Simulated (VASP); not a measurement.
# Cs (Fm-3m) in VASP: further runs

Runs on Cs. Level: LDA. Tasks: density of states.

All numbers are computed with VASP 6.6.1; they aren't measurements. Logs are shortened: lines on timing, memory, paths and dates and some standing lists are left out, and cuts for length are marked.

## (1) The cell of the first run

The structure is cubic, space group Fm-3m (No. 225). The conventional cell has a = 7.267 Å, b = 7.267 Å, c = 7.267 Å, α = 90.00°, β = 90.00°, γ = 90.00°.

## (2) Density of states, LDA

POSCAR reads:

```
Cs
1.0
    0.0000000000      3.6337111148      3.6337111148
    3.6337111148      0.0000000000      3.6337111148
    3.6337111148      3.6337111148      0.0000000000
Cs
1
Direct
    0.0000000000      0.0000000000      0.0000000000
```

INCAR.step1 reads:

```
SYSTEM = Cs
PREC = Accurate
ENCUT = 520
EDIFF = 1E-6
ISMEAR = -1
SIGMA = 0.1
LREAL = .FALSE.
LASPH = .TRUE.
NELM = 60
ALGO = Normal
ISIF = 2
LWAVE = .FALSE.
LCHARG = .TRUE.
NBANDS = 10
```

KPOINTS.step1 reads:

```
regular mesh
0
G
  10 10 10
  0 0 0
```

INCAR.step2 reads:

```
SYSTEM = Cs
PREC = Accurate
ENCUT = 520
EDIFF = 1E-6
ISMEAR = -5
SIGMA = 0.1
LREAL = .FALSE.
LASPH = .TRUE.
NELM = 60
ALGO = Normal
ISIF = 2
LWAVE = .FALSE.
LCHARG = .FALSE.
LORBIT = 11
NBANDS = 10
NEDOS = 1001
ICHARG = 11
```

KPOINTS.step2 reads:

```
regular mesh
0
G
  15 15 15
  0 0 0
```

Potentials or basis: VASP PAW LDA potentials, release 64 (Cs_sv).

Command:

```
> cat potpaw_LDA.64/Cs_sv/POTCAR > POTCAR
> cp INCAR.step1 INCAR
> cp KPOINTS.step1 KPOINTS
> mpirun -np 1 vasp_std > vasp.out
> cp INCAR.step2 INCAR
> cp KPOINTS.step2 KPOINTS
> mpirun -np 1 vasp_std > vasp.out
```

OUTCAR:

```text
SYSTEM = Cs
   PREC = Accurate
   ENCUT = 520
   EDIFF = 1E-6
   ISMEAR = -5
   LREAL = .FALSE.
   LASPH = .TRUE.
   NELM = 60
   ISIF = 2
   LORBIT = 11
   ICHARG = 11

 ion  position               nearest neighbor table
   1  0.000  0.000  0.000-

  LATTYP: Found a face centered cubic cell.
 ALAT       =     7.2674222296

  Lattice vectors:

 A1 = (   0.0000000000,   3.6337111148,   3.6337111148)
 A2 = (   3.6337111148,   0.0000000000,   3.6337111148)
 A3 = (   3.6337111148,   3.6337111148,   0.0000000000)

Analysis of symmetry for initial positions (statically):
=====================================================================
 Subroutine PRICEL returns:
 Original cell was already a primitive cell.

 Routine SETGRP: Setting up the symmetry group for a
 face centered cubic supercell.

 Subroutine GETGRP returns: Found 48 space group operations
[... 9 lines left out ...]

 Routine SETGRP: Setting up the symmetry group for a
 face centered cubic supercell.

 Subroutine GETGRP returns: Found 48 space group operations
[... 11 lines left out ...]
                                     Primitive cell

  volume of cell :      95.9580

  direct lattice vectors                    reciprocal lattice vectors
     0.000000000  3.633711115  3.633711115    -0.137600372  0.137600372  0.137600372
     3.633711115  0.000000000  3.633711115     0.137600372 -0.137600372  0.137600372
     3.633711115  3.633711115  0.000000000     0.137600372  0.137600372 -0.137600372

  length of vectors
     5.138843540  5.138843540  5.138843540     0.238330835  0.238330835  0.238330835

  position of ions in fractional coordinates (direct lattice)
     0.000000000  0.000000000  0.000000000

  ion indices of the primitive-cell ions
   primitive index   ion index
                 1           1

----------------------------------------------------------------------------------------

 KPOINTS: regular mesh

Automatic generation of k-mesh.
 Grid dimensions read from file:
 generate k-points for:   15   15   15

 Generating k-lattice:

  Cartesian coordinates                     Fractional coordinates (reciprocal lattice)
    -0.009173358  0.009173358  0.009173358     0.066666667  0.000000000  0.000000000
     0.009173358 -0.009173358  0.009173358     0.000000000  0.066666667  0.000000000
     0.009173358  0.009173358 -0.009173358     0.000000000  0.000000000  0.066666667

  Length of vectors
     0.015888722  0.015888722  0.015888722

  Shift w.r.t. Gamma in fractional coordinates (k-lattice)
     0.000000000  0.000000000  0.000000000

 TETIRR: Found    484 inequivalent tetrahedra from    20250

 Subroutine IBZKPT returns following result:
 ===========================================

 Found    120 irreducible k-points:

 Following reciprocal coordinates:
            Coordinates               Weight
  0.000000  0.000000  0.000000      1.000000
  0.066667  0.000000  0.000000      8.000000
  0.133333  0.000000  0.000000      8.000000
  0.200000  0.000000  0.000000      8.000000
  0.266667  0.000000  0.000000      8.000000
  0.333333  0.000000  0.000000      8.000000
[... 16 lines left out ...]
  0.133333  0.133333  0.000000      6.000000
  0.200000  0.133333  0.000000     24.000000
 [... further k-points ...]
   k-points           NKPTS =    120   k-points in BZ     NKDIM =    120   number of bands    NBANDS=     10
   number of dos      NEDOS =   1001   number of ions     NIONS =      1
   total plane-waves  NPLWV =  64000
   dimension x,y,z NGX =    40 NGY =   40 NGZ =   40
   dimension x,y,z NGXF=    80 NGYF=   80 NGZF=   80
   ions per type =               1
   NGX,Y,Z   is equivalent  to a cutoff of  12.94, 12.94, 12.94 a.u.
   NGXF,Y,Z  is equivalent  to a cutoff of  25.88, 25.88, 25.88 a.u.
 SYSTEM =  Cs
   PREC   = accura    normal or accurate (medium, high low for compatibility)
   ISTART =      0    job   : 0-new  1-cont  2-samecut
   ICHARG =     11    charge: 1-file 2-atom 10-const
   ISPIN  =      1    spin polarized calculation?
   LNONCOLLINEAR =      F non collinear calculations
   LSORBIT =      F    spin-orbit coupling
   LASPH  =      T    aspherical Exc in radial PAW
   ENCUT  =  520.0 eV  38.22 Ry    6.18 a.u.   9.55  9.55  9.55*2*pi/ulx,y,z
   NELM   =     60;   NELMIN=  2; NELMDL=  0     # of ELM steps
   EDIFF  = 0.1E-05   stopping-criterion for ELM
   LREAL  =      F    real-space projection
   EDIFFG = 0.1E-04   stopping-criterion for IOM
   NSW    =      0    number of steps for IOM
   IBRION =     -1    ionic relax: 0-MD 1-quasi-New 2-CG
   NFREE  =      0    steps in history (QN), initial steepest desc. (CG)
   ISIF   =      2    stress and relaxation
   ISYM   =      2    0-nonsym 1-usesym 2-fastsym
   POTIM  = 0.5000    time-step for ionic-motion
   TEBEG  =    0.0;   TEEND  =   0.0 temperature during run
   PSTRESS=    0.0 pullay stress
   NELECT =       9.0000    total number of electrons
   NUPDOWN=      -1.0000    fix difference up-down
   EMIN   =  10.00;   EMAX   =-10.00  energy-range for DOS
   EFERMI =   0.00;   METHOD = LEGACY
   ISMEAR =    -5;   SIGMA  =   0.10  broadening in eV -4-tet -1-fermi 0-gaus
   EFERMI_NEDOS =   21; number of points for ismear=-14 and -15
   IALGO  =     38    algorithm
   IMIX   =      4    mixing-type and parameters
     AMIX     =   0.40;   BMIX     =  1.00
     AMIX_MAG =   1.60;   BMIX_MAG =  1.00
  volume/ion in A,a.u.               =      95.96       647.56
  Fermi-wavevector in a.u.,A,eV,Ry     =   0.743810  1.405597  7.527466  0.553253
  Thomas-Fermi vector in A             =   1.839013
   LORBIT       =     11    0 simple, 1 ext, 2 COOP (PROOUT), +10 PAW based schemes
   GGA     = CA    functional components
   LHFCALC =     F    Hartree Fock is set to
   AEXX    =    0.0000 exact exchange contribution
   IVDW    =     0    specifies the selected vdW correction
   LEPSILON=     F    determine dielectric tensor
   LRPA    =     F    only Hartree local field effects (RPA)
 non-spin polarized calculation
 Fermi weights with tetrahedron method with Bloechl corrections
  energy-cutoff  :      520.00
  volume of cell :       95.96
 maximum number of plane-waves:      2643

 number of electron       9.0000000 magnetization

 Free energy of the ion-electron system (eV)
  ---------------------------------------------------
  ext. energy  EPLUGINS =         0.00000000
  ---------------------------------------------------
  free energy    TOTEN  =        -0.99313107 eV

  energy without entropy =       -0.99313107  energy(sigma->0) =       -0.99313107

 E-fermi :   0.7802     XC(G=0):  -6.0274

 val. band max:        0.7770936996   @ k =   0.4667   0.2000   0.0000
 cond. band min:       0.8078346469   @ k =   0.4667   0.4000   0.0667
 fundamental gap:      0.0307409473
 Fermi energy:         0.7802129994

 k-point     1 :       0.0000    0.0000    0.0000
  band No.  band energies     occupation
      1     -22.9488      2.00000
      2      -9.6461      2.00000
      3      -9.6461      2.00000
      4      -9.6461      2.00000
      5      -1.0979      2.00000
      6       3.2610      0.00000
      7       3.2610      0.00000
      8       3.2610      0.00000
      9       4.5329      0.00000
     10       4.5329      0.00000

 k-point     2 :       0.0667    0.0000    0.0000
  band No.  band energies     occupation
      1     -22.9481      2.00000
      2      -9.6579      2.00000
      3      -9.6476      2.00000
      4      -9.6476      2.00000
      5      -1.0407      2.00000
      6       3.1599      0.00000
      7       3.2890      0.00000
      8       3.2890      0.00000
      9       4.4792      0.00000
     10       4.4792      0.00000

 k-point     3 :       0.1333    0.0000    0.0000
  band No.  band energies     occupation
      1     -22.9463      2.00000
      2      -9.6907      2.00000
      3      -9.6518      2.00000
      4      -9.6518      2.00000
      5      -0.8741      2.00000
      6       2.9180      0.00000
      7       3.3549      0.00000
      8       3.3549      0.00000
      9       4.3730      0.00000
     10       4.3730      0.00000

 k-point     4 :       0.2000    0.0000    0.0000
  band No.  band energies     occupation
      1     -22.9437      2.00000
      2      -9.7381      2.00000
      3      -9.6579      2.00000
      4      -9.6579      2.00000
      5      -0.6131      2.00000
      6       2.6322      0.00000
      7       3.3960      0.00000
      8       3.3960      0.00000
      9       4.3418      0.00000
     10       4.3418      0.00000

 k-point     5 :       0.2667    0.0000    0.0000
  band No.  band energies     occupation
      1     -22.9407      2.00000
      2      -9.7913      2.00000
      3      -9.6649      2.00000
      4      -9.6649      2.00000
      5      -0.2837      2.00000
      6       2.3597      0.00000
      7       3.3503      0.00000
      8       3.3503      0.00000
      9       4.4900      0.00000
     10       4.4900      0.00000

 k-point     6 :       0.3333    0.0000    0.0000
  band No.  band energies     occupation
      1     -22.9378      2.00000
      2      -9.8410      2.00000
      3      -9.6716      2.00000
      4      -9.6716      2.00000
      5       0.0746      2.00000
      6       2.1259      0.00000
      7       3.2519      0.00000
      8       3.2519      0.00000
      9       4.7937      0.00000
     10       4.7937      0.00000
[... 183 lines left out ...]
 k-point    21 :      -0.1333    0.0667    0.0000
  band No.  band energies     occupation
      1     -22.9450      2.00000
      2      -9.7097      2.00000
      3      -9.6626      2.00000
      4      -9.6516      2.00000
      5      -0.7485      2.00000
      6       2.7827      0.00000
      7       3.3390      0.00000
      8       3.4296      0.00000
      9       4.1384      0.00000
     10       4.5013      0.00000

 k-point    22 :      -0.0667    0.0667    0.0000
  band No.  band energies     occupation
      1     -22.9471      2.00000
      2      -9.6742      2.00000
      3      -9.6543      2.00000
      4      -9.6481      2.00000
      5      -0.9470      2.00000
      6       3.0207      0.00000
      7       3.3173      0.00000
      8       3.3398      0.00000
      9       4.3082      0.00000
     10       4.5031      0.00000

 k-point    23 :       0.1333    0.1333    0.0000
  band No.  band energies     occupation
      1     -22.9455      2.00000
      2      -9.6896      2.00000
      3      -9.6615      2.00000
      4      -9.6615      2.00000
      5      -0.7999      2.00000
      6       2.8281      0.00000
      7       3.4164      0.00000
      8       3.4164      0.00000
      9       3.9040      0.00000
     10       4.6604      0.00000

 k-point    24 :       0.2000    0.1333    0.0000
  band No.  band energies     occupation
      1     -22.9436      2.00000
      2      -9.7205      2.00000
      3      -9.6693      2.00000
      4      -9.6672      2.00000
      5      -0.6069      2.00000
      6       2.6329      0.00000
      7       3.4186      0.00000
      8       3.4946      0.00000
      9       3.7587      0.00000
     10       4.7104      0.00000

 [... further k-points ...]
[... 5 lines left out ...]
  --------------------------------------------------------------------------------------
  -------------------------------------------------------------------------------------
  Total        0.0064468      0.0064468      0.0064468      0.0000000     -0.0000000      0.0000000
  in kB        0.1076406      0.1076406      0.1076406      0.0000000     -0.0000000      0.0000000
  external PRESSURE =       0.1076406 kB  Pullay stress =       0.0000000 kB

 VOLUME and BASIS-vectors are now :
 -----------------------------------------------------------------------------
  energy-cutoff  :      520.00
  volume of cell :       95.96
      direct lattice vectors                 reciprocal lattice vectors
     0.000000000  3.633711115  3.633711115    -0.137600372  0.137600372  0.137600372
     3.633711115  0.000000000  3.633711115     0.137600372 -0.137600372  0.137600372
     3.633711115  3.633711115  0.000000000     0.137600372  0.137600372 -0.137600372

 POSITION                                       TOTAL-FORCE (eV/Angst)
 -----------------------------------------------------------------------------------
      0.00000      0.00000      0.00000         0.000000     -0.000000      0.000000
 -----------------------------------------------------------------------------------
    total drift:                               -0.000000     -0.000000     -0.000000

  FREE ENERGIE OF THE ION-ELECTRON SYSTEM (eV)
  ---------------------------------------------------
  free  energy   TOTEN  =        -0.9931310737 eV

  energy  without entropy=       -0.9931310737  energy(sigma->0) =       -0.99313107

 total charge

# of ion       s       p       d       tot
------------------------------------------
    1        1.857   4.654   0.015   6.525
```

Wall time 70 s (1 thread of AMD EPYC 7R13 (Zen 3), shared host); peak memory 0.22 GiB.

What came out:

* Valence electrons inside the program's atomic spheres: Cs 6.53

Caveat: spin-orbit coupling is left out, which moves the levels of the heavy elements; tetrahedron occupations give inexact forces and stress in metals.

## (3) Density of states, LDA (volume scaled by 0.4)

POSCAR reads:

```
Cs
1.0
    0.0000000000      2.6773412408      2.6773412408
    2.6773412408      0.0000000000      2.6773412408
    2.6773412408      2.6773412408      0.0000000000
Cs
1
Direct
    0.0000000000      0.0000000000      0.0000000000
```

INCAR.step1 reads:

```
SYSTEM = Cs
PREC = Accurate
ENCUT = 520
EDIFF = 1E-7
ISMEAR = -1
SIGMA = 0.1
LREAL = .FALSE.
LASPH = .TRUE.
NELM = 80
ALGO = Normal
ISIF = 2
LWAVE = .FALSE.
LCHARG = .TRUE.
GGA = CA
NBANDS = 10
```

KPOINTS.step1 is that of step 2.

INCAR.step2 reads:

```
SYSTEM = Cs
PREC = Accurate
ENCUT = 520
EDIFF = 1E-7
ISMEAR = -5
SIGMA = 0.1
LREAL = .FALSE.
LASPH = .TRUE.
NELM = 80
ALGO = Normal
ISIF = 2
LWAVE = .FALSE.
LCHARG = .FALSE.
GGA = CA
LORBIT = 11
NBANDS = 10
NEDOS = 2001
ICHARG = 11
```

KPOINTS.step2 is that of step 2.

Potentials or basis: VASP PAW LDA potentials, release 64 (Cs_sv).

Command:

```
> cat potpaw_LDA.64/Cs_sv/POTCAR > POTCAR
> cp INCAR.step1 INCAR
> cp KPOINTS.step1 KPOINTS
> mpirun -np 1 vasp_std > vasp.out
> cp INCAR.step2 INCAR
> cp KPOINTS.step2 KPOINTS
> mpirun -np 1 vasp_std > vasp.out
```

It took 39 s on 1 thread of Intel Xeon Platinum 8259CL at 2.50GHz (Skylake/Cascade Lake), shared host; peak memory 0.16 GiB.

The run converged. Its results:

```yaml
Valence_electrons_inside_the_program's_atomic_spheres: Cs 6.59
```

Levels at points of the mesh, in eV from the Fermi level:
| k point | band 2 | band 3 | band 4 | band 5 | band 6 | band 7 | band 8 | band 9 |
| --- | --- | --- | --- | --- | --- | --- | --- | --- |
| (0.00, 0.00, 0.00) | -9.52 | -9.52 | -9.52 | -1.73 | 2.88 | 2.88 | 2.88 | 5.97 |

Caveat: spin-orbit coupling is left out, which moves the levels of the heavy elements; tetrahedron occupations give inexact forces and stress in metals.
